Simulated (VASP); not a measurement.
# HC12 in VASP: further runs

HC12 is run at these levels: PBE+D3(BJ); tasks: single point.

Program: VASP 6.6.1. These are calculated values, not measurements. Logs are shortened: lines on timing, memory, paths and dates and some standing lists are left out, and cuts for length are marked.

## 1. The cell of the first run

The cell holds a slab with vacuum, 13 atoms: a = 4.931 Å, b = 4.010 Å, c = 21.601 Å, α = 90.00°, β = 90.00°, γ = 90.00°.

## 2. Single point, PBE+D3(BJ), collinear spin

INCAR

```
SYSTEM = HC12
PREC = Accurate
ENCUT = 520
EDIFF = 1E-6
ISMEAR = 0
SIGMA = 0.05
LREAL = .False.
LASPH = .True.
NELM = 150
ALGO = Normal
ISIF = 2
LWAVE = .False.
LCHARG = .True.
ISPIN = 2
MAGMOM = 0 0 0 0 0 0 0 0 0 0 0 0 1
LORBIT = 11
LDIPOL = .True.
IDIPOL = 3
DIPOL = 0.5 0.5 0.300
GGA = PE
IVDW = 12
LVHAR = .True.
LVACPOTAV = .True.
NBANDS = 40
KPAR = 4
```

KPOINTS

```
regular mesh
0
Gamma
  6 7 1
  0 0 0
```

POSCAR

```
HC12
1.0
    4.9311586502      0.0000000000      0.0000000000
    0.0000000000      4.0098697767      0.0000000000
    0.0000000000      0.0000000000     21.6014232414
C H
12 1
Direct
    0.2500000000      0.3776970832      0.1851729840
    0.7500000000      0.3776970832      0.1851729840
    0.0000000000      0.4720802753      0.2130426460
    0.5000000000      0.4720802753      0.2130426460
    0.0000000000      0.6609562027      0.2688143161
    0.5000000000      0.6609562027      0.2688143161
    0.2500000000      0.7503681903      0.2962457608
    0.7500000000      0.7503681903      0.2962457608
    0.2500000000      0.9412921293      0.3552728042
    0.7500000000      0.9412921293      0.3552728042
    0.0000000000      0.0234303656      0.3796705036
    0.5000000000      0.0234303656      0.3796705036
    0.0833333333      0.6900970322      0.5092915924
```

Potentials or basis: VASP PAW PBE potentials, release 64 (C, H).

Started as:

```sh
cat potpaw_PBE.64/C/POTCAR potpaw_PBE.64/H/POTCAR > POTCAR
mpirun -np 4 vasp_std > vasp.out
```

OUTCAR:

```text
SYSTEM = HC12
   PREC = Accurate
   ENCUT = 520
   EDIFF = 1E-6
   ISMEAR = 0
   LREAL = .False.
   LASPH = .True.
   NELM = 150
   ISIF = 2
   ISPIN = 2
   LORBIT = 11
   GGA = PE
   IVDW = 12
 IVDW          = 12

 ion  position               nearest neighbor table
   1  0.250  0.378  0.185-   3 1.42   4 1.42
   2  0.750  0.378  0.185-   3 1.42   4 1.42
   3  0.000  0.472  0.213-   5 1.42   2 1.42   1 1.42
   4  0.500  0.472  0.213-   6 1.42   2 1.42   1 1.42
   5  0.000  0.661  0.269-   7 1.41   8 1.41   3 1.42
   6  0.500  0.661  0.269-   7 1.41   8 1.41   4 1.42
   7  0.250  0.750  0.296-   5 1.41   6 1.41   9 1.49
   8  0.750  0.750  0.296-   5 1.41   6 1.41  10 1.49
   9  0.250  0.941  0.355-  11 1.38  12 1.38   7 1.49
  10  0.750  0.941  0.355-  11 1.38  12 1.38   8 1.49
  11  0.000  0.023  0.380-   9 1.38  10 1.38
  12  0.500  0.023  0.380-   9 1.38  10 1.38
  13  0.083  0.690  0.509-

  LATTYP: Found a simple orthorhombic cell.
 ALAT       =     4.0098697767
 B/A-ratio  =     1.2297553100
 C/A-ratio  =     5.3870635318

  Lattice vectors:

 A1 = (   0.0000000000,  -4.0098697767,   0.0000000000)
 A2 = (   4.9311586502,   0.0000000000,   0.0000000000)
 A3 = (   0.0000000000,   0.0000000000,  21.6014232414)

Analysis of symmetry for initial positions (statically):
=====================================================================
 Subroutine PRICEL returns:
 Original cell was already a primitive cell.

 Routine SETGRP: Setting up the symmetry group for a
 simple orthorhombic supercell.

 Subroutine GETGRP returns: Found  1 space group operations
 (whereof  1 operations were pure point group operations)
 out of a pool of  8 trial point group operations.

The static configuration has the point symmetry C_1 .

Analysis of symmetry for dynamics (positions and initial velocities):
=====================================================================
 Subroutine PRICEL returns:
 Original cell was already a primitive cell.

 Routine SETGRP: Setting up the symmetry group for a
 simple orthorhombic supercell.

 Subroutine GETGRP returns: Found  1 space group operations
 (whereof  1 operations were pure point group operations)
 out of a pool of  8 trial point group operations.

The dynamic configuration has the point symmetry C_1 .
[... 195 lines left out ...]
  band No.  band energies     occupation
      1     -22.1446      1.00000
      2     -20.4184      1.00000
      3     -18.0639      1.00000
      4     -17.9823      1.00000
      5     -17.8548      1.00000
      6     -16.1669      1.00000
[... 847 lines left out ...]
     35       4.4351      0.00000
     36       4.8949      0.00000
 Fermi energy:        -3.2734405000

 spin component 2

 k-point     1 :       0.0000    0.0000    0.0000
  band No.  band energies     occupation
      1     -22.1505      1.00000
      2     -20.4336      1.00000
      3     -18.0321      1.00000
      4     -17.9414      1.00000
      5     -17.9035      1.00000
      6     -16.3367      1.00000
[... 847 lines left out ...]
     35       4.9850      0.00000
     36       5.1734      0.00000
 [bands above 36 left out]

------------------------ aborting loop because EDIFF is reached ----------------------------------------

 Edisp (eV)   -1.32063

 E8    (eV) :    -0.3912

  FORCE on cell =-STRESS in cart. coord.  units (eV):
  Direction    XX          YY          ZZ          XY          YZ          ZX
  --------------------------------------------------------------------------------------
  -------------------------------------------------------------------------------------
  Total      -0.62347     0.05181     0.89072     0.14354     0.73841     0.17264
  in kB      -2.33865     0.19433     3.34110     0.53842     2.76979     0.64758
  external pressure =        0.40 kB  Pullay stress =        0.00 kB

 VOLUME and BASIS-vectors are now :
 -----------------------------------------------------------------------------
  energy-cutoff  :      520.00
  volume of cell :      427.13
      direct lattice vectors                 reciprocal lattice vectors
     4.931158650  0.000000000  0.000000000     0.202792096  0.000000000  0.000000000
     0.000000000  4.009869777  0.000000000     0.000000000  0.249384657  0.000000000
     0.000000000  0.000000000 21.601423241     0.000000000  0.000000000  0.046293246

 POSITION                                       TOTAL-FORCE (eV/Angst)
 -----------------------------------------------------------------------------------
      1.23279      1.51452      4.00000        -0.101712      0.323107      0.752220
      3.69837      1.51452      4.00000         0.020189      1.343936      2.104097
      0.00000      1.89298      4.60202         0.303052     -1.494584     -2.677075
      2.46558      1.89298      4.60202        -0.259696     -1.493086     -2.613528
      0.00000      2.65035      5.80677        -0.190741      0.552605      1.110721
      2.46558      2.65035      5.80677         0.212309      0.570581      1.085012
      1.23279      3.00888      6.39933        -0.141816      0.222369      0.281565
      3.69837      3.00888      6.39933         0.128009      0.159034      0.244874
      1.23279      3.77446      7.67440         0.174495     -0.337495     -0.489199
      3.69837      3.77446      7.67440        -0.252704     -0.197249     -0.307797
      0.00000      0.09395      8.20142         0.009575     -0.074780     -0.025194
      2.46558      0.09395      8.20142         0.109070      0.392369      0.632124
      0.41093      2.76720     11.00142        -0.010030      0.033193     -0.097820
 -----------------------------------------------------------------------------------
    total drift:                                0.000040     -0.000009     -0.000224

  FREE ENERGIE OF THE ION-ELECTRON SYSTEM (eV)
  ---------------------------------------------------
  free  energy   TOTEN  =      -100.6301930242 eV

  energy  without entropy=     -100.6171024282  energy(sigma->0) =     -100.62364773

 vacuum level on the upper side and lower side of the slab         2.387         2.808

 total charge

# of ion       s       p       d       tot
------------------------------------------
    1        0.900   1.543   0.000   2.443
    2        0.888   1.532   0.000   2.420
    3        0.869   1.765   0.000   2.633
    4        0.866   1.767   0.000   2.634
    5        0.874   1.781   0.000   2.655
    6        0.871   1.784   0.000   2.655
    7        0.865   1.745   0.000   2.610
    8        0.870   1.738   0.000   2.609
    9        0.868   1.784   0.000   2.653
   10        0.871   1.782   0.000   2.652
   11        0.903   1.598   0.000   2.502
   12        0.907   1.609   0.000   2.516
   13        0.375   0.000   0.000   0.375
--------------------------------------------------
tot         10.928  20.429   0.000  31.356

 magnetization (x)

# of ion       s       p       d       tot
------------------------------------------
    1        0.001  -0.002   0.000  -0.002
    2        0.083   0.397   0.000   0.480
    3        0.001   0.001   0.000   0.001
    4        0.002  -0.000   0.000   0.002
    5        0.005   0.031   0.000   0.036
    6        0.004   0.022   0.000   0.026
    7       -0.006  -0.028   0.000  -0.034
    8       -0.007  -0.036   0.000  -0.042
    9       -0.003   0.008   0.000   0.005
   10       -0.002   0.006   0.000   0.005
   11       -0.055  -0.355   0.000  -0.410
   12       -0.004  -0.016   0.000  -0.020
   13        0.374  -0.000   0.000   0.374
--------------------------------------------------
tot          0.393   0.028   0.000   0.421
```

OSZICAR:

```text
N       E                     dE             d eps       ncg     rms          rms(c)
DAV:   1     0.373024116185E+03    0.37302E+03   -0.18708E+04  3536   0.947E+02
DAV:   2    -0.461658024043E+02   -0.41919E+03   -0.39214E+03  5160   0.228E+02
DAV:   3    -0.104192541721E+03   -0.58027E+02   -0.56337E+02  4472   0.877E+01
[... 38 lines left out ...]
DAV:  42    -0.993095542405E+02   -0.11259E-04   -0.24092E-07  3120   0.152E-03    0.454E-04
DAV:  43    -0.993095592185E+02   -0.49780E-05   -0.10434E-07  3128   0.102E-03    0.422E-04
DAV:  44    -0.993095617837E+02   -0.25652E-05   -0.75390E-08  2936   0.770E-04    0.175E-04
DAV:  45    -0.993095630404E+02   -0.12567E-05   -0.22245E-08  3184   0.494E-04    0.104E-04
DAV:  46    -0.993095637146E+02   -0.67424E-06   -0.17478E-08  2984   0.393E-04
   1 F= -.10063019E+03 E0= -.10062365E+03  d E =-.130906E-01  mag=     1.0543
```

stdout:

```text
POSCAR found type information on POSCAR C H
 POSCAR found :  2 types and      13 ions
 scaLAPACK will be used
 LDA part: xc-table for (Slater+PW92), standard interpolation
 POSCAR, INCAR and KPOINTS ok, starting setup
 FFT: planning ... GRIDC
 FFT: planning ... GRID_SOFT
 FFT: planning ... GRID
 WAVECAR not read
 entering main loop
 -----------------------------------------------------------------------------
|                                                                             |
|           W    W    AA    RRRRR   N    N  II  N    N   GGGG   !!!           |
|           W    W   A  A   R    R  NN   N  II  NN   N  G    G  !!!           |
|           W    W  A    A  R    R  N N  N  II  N N  N  G       !!!           |
|           W WW W  AAAAAA  RRRRR   N  N N  II  N  N N  G  GGG   !            |
|           WW  WW  A    A  R   R   N   NN  II  N   NN  G    G                |
|           W    W  A    A  R    R  N    N  II  N    N   GGGG   !!!           |
|                                                                             |
|     Did not find any points to average over, which means that no vacuum     |
|     field-free region was found. Please increase the size of  your cell     |
|     in the dimension of the dipole correction to obtain accurate            |
|     workfunction values.                                                    |
|                                                                             |
 -----------------------------------------------------------------------------
```

Wall time 15 min (4 MPI ranks of AMD EPYC 7R43 (Zen 3), shared host); peak memory 0.93 GiB.

Results:

* Free energy: -100.6302 eV
* Largest force: 3.081 eV/Å
* Net moment: 1.05 μB per cell
* Site moments: C -0.00, +0.48, +0.00, +0.04, +0.03, -0.03, -0.04, +0.01, -0.41, -0.02 (each value once); H +0.37 μB
* Valence electrons inside the program's atomic spheres: C 2.44, 2.42, 2.63, 2.65, 2.61, 2.50, 2.52 (each value once); H 0.38
* Dispersion energy per atom: -0.102 eV

Forces on the atoms (eV/Å):
```
C   -0.102  0.323  0.752
C    0.020  1.344  2.104
C    0.303 -1.495 -2.677
C   -0.260 -1.493 -2.614
C   -0.191  0.553  1.111
C    0.212  0.571  1.085
C   -0.142  0.222  0.282
C    0.128  0.159  0.245
C    0.174 -0.337 -0.489
C   -0.253 -0.197 -0.308
C    0.010 -0.075 -0.025
C    0.109  0.392  0.632
H   -0.010  0.033 -0.098
```

Levels at points of the mesh, in eV from the Fermi level:
Spin up:
```tsv
k point	band 23	band 24	band 25	band 26	band 27	band 28
(0.00, 0.00, 0.00)	-1.77	-0.39	-0.08	0.63	0.75	0.85
(0.50, 0.00, 0.00)	-1.99	-1.85	-0.12	-0.04	0.75	2.64
```
Spin down:
| k point | band 21 | band 22 | band 23 | band 24 | band 25 | band 26 | band 27 | band 28 |
| --- | --- | --- | --- | --- | --- | --- | --- | --- |
| (0.00, 0.00, 0.00) | -1.79 | -1.62 | -0.49 | -0.05 | 0.47 | 0.65 | 1.10 | 1.99 |
| (0.50, 0.00, 0.00) | -2.22 | -2.10 | -1.36 | -0.17 | -0.09 | 0.60 | 2.74 | 2.89 |

Caveat: a moment this small can come from the mesh or the smearing.

(Continued in part 2 of 2.)
